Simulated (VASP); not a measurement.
# Al5InAs6 (P3m1) in VASP: a series of runs

Al5InAs6 is run at these levels: PBE; tasks: single point.

All numbers are computed with VASP 6.6.1; they aren't measurements. Logs are shortened: lines on timing, memory, paths and dates and some standing lists are left out, and cuts for length are marked.

## Step 1: The cell of the first run

Symmetry: P3m1, No. 156, trigonal system. Conventional cell: a = 4.091 Å, b = 4.091 Å, c = 20.219 Å, α = 90.00°, β = 90.00°, γ = 120.00°. Al (site symmetry 3m) has 4 As at 2.49 to 2.50 Å within 3.3 Å. Al (site symmetry 3m) has 4 As at 2.47 to 2.50 Å within 3.3 Å. Within 3.3 Å of Al (site symmetry 3m) lie 4 As at 2.49 Å. Within 3.3 Å of Al (site symmetry 3m) lie 4 As at 2.49 to 2.50 Å. Within 3.3 Å of Al (site symmetry 3m) lie 4 As at 2.49 to 2.50 Å. Within 3.4 Å of In (site symmetry 3m) lie 4 As at 2.59 to 2.67 Å. Within 3.3 Å of As (site symmetry 3m) lie 4 Al at 2.49 to 2.50 Å. As (site symmetry 3m) has 1 Al at 2.47 Å and 3 In at 2.59 Å within 3.3 Å.

## Step 2: Single point, PBE

File INCAR:

```
  ALGO = Normal
  EDIFF = 1E-7
  ENCUT = 520
  GGA = PE
  ISIF = 2
  ISMEAR = 0
  LASPH = True
  LCHARG = True
  LELF = True
  LREAL = False
  LVHAR = True
  LWAVE = False
  NBANDS = 41
  NELM = 60
  PREC = Accurate
  SIGMA = 0.1
```

File KPOINTS:

```
k-points
0
Gamma
  6 6 1
```

File POSCAR:

```
Al5InAs6
1.0
    4.0914712000      0.0000000000      0.0000000000
   -2.0457356000      3.5433180000      0.0000000000
    0.0000000000      0.0000000000     20.2185019000
Al In As
5 1 6
Direct
    0.6666667000      0.3333333000      0.1668170000
    0.6666667000      0.3333333000      0.4933670000
    0.6666667000      0.3333333000      0.8398800000
    0.3333333000      0.6666667000      0.0034040000
    0.3333333000      0.6666667000      0.3302570000
    0.3333333000      0.6666667000      0.6682430000
    0.6666667000      0.3333333000      0.2899900000
    0.6666667000      0.3333333000      0.6156930000
    0.6666667000      0.3333333000      0.9631460000
    0.3333333000      0.6666667000      0.1265760000
    0.3333333000      0.6666667000      0.4534420000
    0.3333333000      0.6666667000      0.8001850000
```

Potentials or basis: VASP PAW PBE potentials, release 64 (Al, In_d, As).

Launch:

```console
$ cat potpaw_PBE.64/Al/POTCAR potpaw_PBE.64/In_d/POTCAR potpaw_PBE.64/As/POTCAR > POTCAR
$ mpirun -np 1 vasp_std > vasp.out
```

OUTCAR:

```text
EDIFF = 1E-7
   ENCUT = 520
   GGA = PE
   ISIF = 2
   ISMEAR = 0
   LASPH = True
   LREAL = False
   NELM = 60
   PREC = Accurate

 ion  position               nearest neighbor table
   1  0.667  0.333  0.167-   7 2.49  10 2.50  10 2.50  10 2.50
   2  0.667  0.333  0.493-   8 2.47  11 2.50  11 2.50  11 2.50
   3  0.667  0.333  0.840-   9 2.49  12 2.49  12 2.49  12 2.49
   4  0.333  0.667  0.003-  10 2.49   9 2.50   9 2.50   9 2.50
   5  0.333  0.667  0.330-  11 2.49   7 2.50   7 2.50   7 2.50
   6  0.333  0.667  0.668-   8 2.59   8 2.59   8 2.59  12 2.67
   7  0.667  0.333  0.290-   1 2.49   5 2.50   5 2.50   5 2.50
   8  0.667  0.333  0.616-   2 2.47   6 2.59   6 2.59   6 2.59
   9  0.667  0.333  0.963-   3 2.49   4 2.50   4 2.50   4 2.50
  10  0.333  0.667  0.127-   4 2.49   1 2.50   1 2.50   1 2.50
  11  0.333  0.667  0.453-   5 2.49   2 2.50   2 2.50   2 2.50
  12  0.333  0.667  0.800-   3 2.49   3 2.49   3 2.49   6 2.67

  LATTYP: Found a hexagonal cell.
 ALAT       =     4.0914712000
 C/A-ratio  =     4.9416214637

  Lattice vectors:

 A1 = (   4.0914712000,   0.0000000000,   0.0000000000)
 A2 = (  -2.0457356000,   3.5433180000,   0.0000000000)
 A3 = (   0.0000000000,   0.0000000000,  20.2185019000)

Analysis of symmetry for initial positions (statically):
=====================================================================
 Subroutine PRICEL returns:
 Original cell was already a primitive cell.

 Routine SETGRP: Setting up the symmetry group for a
 hexagonal supercell.

 Subroutine GETGRP returns: Found  6 space group operations
 (whereof  6 operations were pure point group operations)
 out of a pool of 24 trial point group operations.

The static configuration has the point symmetry C_3v.

Analysis of symmetry for dynamics (positions and initial velocities):
=====================================================================
 Subroutine PRICEL returns:
 Original cell was already a primitive cell.

 Routine SETGRP: Setting up the symmetry group for a
 hexagonal supercell.

 Subroutine GETGRP returns: Found  6 space group operations
 (whereof  6 operations were pure point group operations)
 out of a pool of 24 trial point group operations.

The dynamic configuration has the point symmetry C_3v.

 Subroutine INISYM returns: Found  6 space group operations
 (whereof  6 operations are pure point group operations),
 and found     1 'primitive' translations

----------------------------------------------------------------------------------------

                                     Primitive cell

  volume of cell :     293.1154

  direct lattice vectors                    reciprocal lattice vectors
     4.091471200  0.000000000  0.000000000     0.244410861  0.141110676  0.000000000
    -2.045735600  3.543318000  0.000000000     0.000000000  0.282221353  0.000000000
     0.000000000  0.000000000 20.218501900     0.000000000  0.000000000  0.049459649

  length of vectors
     4.091471200  4.091471202 20.218501900     0.282221353  0.282221353  0.049459649

  position of ions in fractional coordinates (direct lattice)
     0.666666700  0.333333300  0.166817000
     0.666666700  0.333333300  0.493367000
     0.666666700  0.333333300  0.839880000
     0.333333300  0.666666700  0.003404000
     0.333333300  0.666666700  0.330257000
     0.333333300  0.666666700  0.668243000
     0.666666700  0.333333300  0.289990000
     0.666666700  0.333333300  0.615693000
     0.666666700  0.333333300  0.963146000
     0.333333300  0.666666700  0.126576000
     0.333333300  0.666666700  0.453442000
     0.333333300  0.666666700  0.800185000

  ion indices of the primitive-cell ions
   primitive index   ion index
                 1           1
                 2           2
                 3           3
                 4           4
                 5           5
                 6           6
                 7           7
                 8           8
                 9           9
                10          10
                11          11
                12          12

----------------------------------------------------------------------------------------

 KPOINTS: k-points

Automatic generation of k-mesh.
 Grid dimensions read from file:
 generate k-points for:    6    6    1

 Generating k-lattice:

  Cartesian coordinates                     Fractional coordinates (reciprocal lattice)
     0.040735144  0.023518446  0.000000000     0.166666667  0.000000000  0.000000000
     0.000000000  0.047036892  0.000000000     0.000000000  0.166666667  0.000000000
     0.000000000  0.000000000  0.049459649     0.000000000  0.000000000  1.000000000

  Length of vectors
     0.047036892  0.047036892  0.049459649

  Shift w.r.t. Gamma in fractional coordinates (k-lattice)
     0.000000000  0.000000000  0.000000000

 Subroutine IBZKPT returns following result:
 ===========================================

 Found      7 irreducible k-points:

 Following reciprocal coordinates:
            Coordinates               Weight
  0.000000  0.000000  0.000000      1.000000
  0.166667 -0.000000  0.000000      6.000000
  0.333333  0.000000  0.000000      6.000000
  0.500000 -0.000000  0.000000      3.000000
  0.166667  0.166667  0.000000      6.000000
  0.333333  0.166667  0.000000     12.000000
  0.333333  0.333333  0.000000      2.000000
   k-points           NKPTS =      7   k-points in BZ     NKDIM =      7   number of bands    NBANDS=     41
   number of dos      NEDOS =    301   number of ions     NIONS =     12
   total plane-waves  NPLWV = 135000
   dimension x,y,z NGX =    30 NGY =   30 NGZ =  150
   dimension x,y,z NGXF=    60 NGYF=   60 NGZF=  300
   ions per type =               5   1   6
   NGX,Y,Z   is equivalent  to a cutoff of  12.19, 12.19, 12.33 a.u.
   NGXF,Y,Z  is equivalent  to a cutoff of  24.38, 24.38, 24.67 a.u.
 SYSTEM =  unknown system
   PREC   = accura    normal or accurate (medium, high low for compatibility)
   ISTART =      0    job   : 0-new  1-cont  2-samecut
   ICHARG =      2    charge: 1-file 2-atom 10-const
   ISPIN  =      1    spin polarized calculation?
   LNONCOLLINEAR =      F non collinear calculations
   LSORBIT =      F    spin-orbit coupling
   LASPH  =      T    aspherical Exc in radial PAW
   ENCUT  =  520.0 eV  38.22 Ry    6.18 a.u.   7.61  7.61 37.59*2*pi/ulx,y,z
   NELM   =     60;   NELMIN=  2; NELMDL= -5     # of ELM steps
   EDIFF  = 0.1E-06   stopping-criterion for ELM
   LREAL  =      F    real-space projection
   EDIFFG = 0.1E-05   stopping-criterion for IOM
   NSW    =      0    number of steps for IOM
   IBRION =     -1    ionic relax: 0-MD 1-quasi-New 2-CG
   NFREE  =      0    steps in history (QN), initial steepest desc. (CG)
   ISIF   =      2    stress and relaxation
   ISYM   =      2    0-nonsym 1-usesym 2-fastsym
   POTIM  = 0.5000    time-step for ionic-motion
   TEBEG  =    0.0;   TEEND  =   0.0 temperature during run
   PSTRESS=    0.0 pullay stress
   NELECT =      58.0000    total number of electrons
   NUPDOWN=      -1.0000    fix difference up-down
   EMIN   =  10.00;   EMAX   =-10.00  energy-range for DOS
   EFERMI =   0.00;   METHOD = LEGACY
   ISMEAR =     0;   SIGMA  =   0.10  broadening in eV -4-tet -1-fermi 0-gaus
   EFERMI_NEDOS =   21; number of points for ismear=-14 and -15
   IALGO  =     38    algorithm
   IMIX   =      4    mixing-type and parameters
     AMIX     =   0.40;   BMIX     =  1.00
     AMIX_MAG =   1.60;   BMIX_MAG =  1.00
  volume/ion in A,a.u.               =      24.43       164.84
  Fermi-wavevector in a.u.,A,eV,Ry     =   0.953977  1.802755 12.382286  0.910072
  Thomas-Fermi vector in A             =   2.082682
   LORBIT       =      0    0 simple, 1 ext, 2 COOP (PROOUT), +10 PAW based schemes
   GGA     = PE    functional components
   LHFCALC =     F    Hartree Fock is set to
   AEXX    =    0.0000 exact exchange contribution
   IVDW    =     0    specifies the selected vdW correction
   LEPSILON=     F    determine dielectric tensor
   LRPA    =     F    only Hartree local field effects (RPA)
 non-spin polarized calculation
 Gauss-broadening in eV      SIGMA  =   0.10
  energy-cutoff  :      520.00
  volume of cell :      293.12
 maximum number of plane-waves:      7953
   NGX = 15   NGY = 15   NGZ = 75

 number of electron      58.0000008 magnetization

 Free energy of the ion-electron system (eV)
  ---------------------------------------------------
  ext. energy  EPLUGINS =         0.00000000
  ---------------------------------------------------
  free energy    TOTEN  =       -54.33895570 eV

  energy without entropy =      -54.33895570  energy(sigma->0) =      -54.33895570

 E-fermi :   4.6145     XC(G=0):  -8.8969

 val. band max:        4.1545999018   @ k =   0.0000   0.0000   0.0000
 cond. band min:       5.0792752673   @ k =   0.0000   0.0000   0.0000
 fundamental gap:      0.9246753655
 Fermi energy:         4.6145162101

 k-point     1 :       0.0000    0.0000    0.0000
  band No.  band energies     occupation
      1     -10.2792      2.00000
      2     -10.2286      2.00000
      3     -10.2286      2.00000
      4     -10.1106      2.00000
      5     -10.1106      2.00000
      6      -7.9778      2.00000
[... 33 lines left out ...]
     40       7.9864      0.00000
     41       7.9983      0.00000

 k-point     2 :       0.1667   -0.0000    0.0000
  band No.  band energies     occupation
      1     -10.3018      2.00000
      2     -10.2270      2.00000
      3     -10.2148      2.00000
      4     -10.1191      2.00000
      5     -10.1081      2.00000
      6      -7.7524      2.00000
[... 209 lines left out ...]
     40       8.2447      0.00000
     41       8.4908      0.00000

 k-point     7 :       0.3333    0.3333    0.0000
  band No.  band energies     occupation
      1     -10.3823      2.00000
      2     -10.1975      2.00000
      3     -10.1952      2.00000
      4     -10.1163      2.00000
      5     -10.1129      2.00000
      6      -6.3519      2.00000
[... 33 lines left out ...]
     40       9.5283      0.00000
     41       9.9305      0.00000

------------------------ aborting loop because EDIFF is reached ----------------------------------------

  FORCE on cell =-STRESS in cart. coord.  units (eV):
  Direction    XX          YY          ZZ          XY          YZ          ZX
  --------------------------------------------------------------------------------------
  -------------------------------------------------------------------------------------
  Total        0.2762307      0.2762307      0.1803640      0.0000000      0.0000000      0.0000000
  in kB        1.5098851      1.5098851      0.9858748      0.0000000      0.0000000      0.0000000
  external PRESSURE =       1.3352150 kB  Pullay stress =       0.0000000 kB

 VOLUME and BASIS-vectors are now :
 -----------------------------------------------------------------------------
  energy-cutoff  :      520.00
  volume of cell :      293.12
      direct lattice vectors                 reciprocal lattice vectors
     4.091471200  0.000000000  0.000000000     0.244410861  0.141110676  0.000000000
    -2.045735600  3.543318000  0.000000000     0.000000000  0.282221353  0.000000000
     0.000000000  0.000000000 20.218501900     0.000000000  0.000000000  0.049459649

 POSITION                                       TOTAL-FORCE (eV/Angst)
 -----------------------------------------------------------------------------------
      2.04574      1.18111      3.37279        -0.000000     -0.000000      0.007834
      2.04574      1.18111      9.97514        -0.000000      0.000000      0.003057
      2.04574      1.18111     16.98112        -0.000000     -0.000000     -0.001994
     -0.00000      2.36221      0.06882        -0.000000     -0.000000     -0.000760
     -0.00000      2.36221      6.67730        -0.000000     -0.000000     -0.002154
     -0.00000      2.36221     13.51087         0.000000     -0.000000     -0.003808
      2.04574      1.18111      5.86316         0.000000     -0.000000     -0.007278
      2.04574      1.18111     12.44839        -0.000000     -0.000000      0.003527
      2.04574      1.18111     19.47337        -0.000000     -0.000000     -0.001640
     -0.00000      2.36221      2.55918         0.000000      0.000000      0.001718
     -0.00000      2.36221      9.16792         0.000000      0.000000      0.002917
     -0.00000      2.36221     16.17854         0.000000     -0.000000     -0.001419
 -----------------------------------------------------------------------------------
    total drift:                                0.000105     -0.000061      0.001297

  FREE ENERGIE OF THE ION-ELECTRON SYSTEM (eV)
  ---------------------------------------------------
  free  energy   TOTEN  =       -54.3389557021 eV

  energy  without entropy=      -54.3389557021  energy(sigma->0) =      -54.33895570
```

Wall time 3.5 min (1 thread of Intel Xeon 8259CL, shared host); peak memory 0.37 GiB.

What came out:

* Free energy: -54.3390 eV
* Pressure: 0.1 GPa
* Largest force: 0.008 eV/Å
* Band gap on the k mesh: 0.92 eV

Forces in eV/Å, atoms in the order of the input:
```
Al   0.000  0.000  0.008
Al   0.000  0.000  0.003
Al   0.000  0.000 -0.002
Al   0.000  0.000 -0.001
Al   0.000  0.000 -0.002
In   0.000  0.000 -0.004
As   0.000  0.000 -0.007
As   0.000  0.000  0.004
As   0.000  0.000 -0.002
As   0.000  0.000  0.002
As   0.000  0.000  0.003
As   0.000  0.000 -0.001
```

Caveat: spin-orbit coupling is left out, which moves the levels of the heavy elements; an odd mesh through Γ misses points on the zone boundary, where band edges can lie.

## Step 3: Single point, PBE

File INCAR:

```
PREC = Accurate ; ENCUT = 520
EDIFF = 1E-6 ; ISMEAR = 0
SIGMA = 0.02 ; LREAL = False
LASPH = True ; NELM = 60
ALGO = Normal ; ISIF = 2
LWAVE = False ; LCHARG = False
GGA = PE ; NBANDS = 41
```

File KPOINTS:

```
regular mesh
0
Gamma
  12 12 2
```

File POSCAR:

```
Al5InAs6
1.0
    4.0914712011      0.0000000000      0.0000000000
   -2.0457356006      3.5433179990      0.0000000000
    0.0000000000      0.0000000000     20.2185019000
Al In As
5 1 6
Direct
    0.6666666667      0.3333333333      0.1668170000
    0.6666666667      0.3333333333      0.4933670000
    0.6666666667      0.3333333333      0.8398800000
    0.3333333333      0.6666666667      0.0034040000
    0.3333333333      0.6666666667      0.3302570000
    0.3333333333      0.6666666667      0.6682430000
    0.6666666667      0.3333333333      0.2899900000
    0.6666666667      0.3333333333      0.6156930000
    0.6666666667      0.3333333333      0.9631460000
    0.3333333333      0.6666666667      0.1265760000
    0.3333333333      0.6666666667      0.4534420000
    0.3333333333      0.6666666667      0.8001850000
```

Potentials or basis: VASP PAW PBE potentials, release 64 (Al, In_d, As).

Launch:

```console
$ cat potpaw_PBE.64/Al/POTCAR potpaw_PBE.64/In_d/POTCAR potpaw_PBE.64/As/POTCAR > POTCAR
$ mpirun -np 1 vasp_std > vasp.out
```

Wall time 14 min (1 thread of Intel Xeon 8259CL, shared host); peak memory 0.6 GiB.

Results (log left out):

```
Free energy            : -54.3988 eV
Pressure               : 0.1 GPa
Largest force          : 0.005 eV/Å
Band gap on the k mesh : 0.93 eV
```

Forces in eV/Å, atoms in the order of the input:
```
Al   0.000  0.000 -0.001
Al   0.000  0.000 -0.001
Al   0.000  0.000 -0.001
Al   0.000  0.000 -0.001
Al   0.000  0.000 -0.001
In   0.000  0.000  0.000
As   0.000  0.000  0.001
As   0.000  0.000  0.005
As   0.000  0.000  0.000
As   0.000  0.000  0.001
As   0.000  0.000  0.002
As   0.000  0.000 -0.004
```

Levels at points of the mesh, in eV from the valence-band top:
| k point | band 27 | band 28 | band 29 | band 30 | band 31 | band 32 |
| --- | --- | --- | --- | --- | --- | --- |
| (0.00, 0.00, 0.00) | -0.55 | 0.00 | 0.00 | 0.93 | 1.05 | 1.34 |
| (0.50, 0.00, 0.00) | -1.75 | -1.59 | -1.13 | 1.09 | 1.24 | 1.33 |
| (0.00, 0.00, 0.50) | -0.60 | 0.00 | 0.00 | 1.06 | 1.27 | 1.53 |
| (0.50, 0.00, 0.50) | -1.93 | -1.48 | -1.15 | 1.28 | 1.31 | 1.41 |

Caveat: spin-orbit coupling is left out, which moves the levels of the heavy elements.
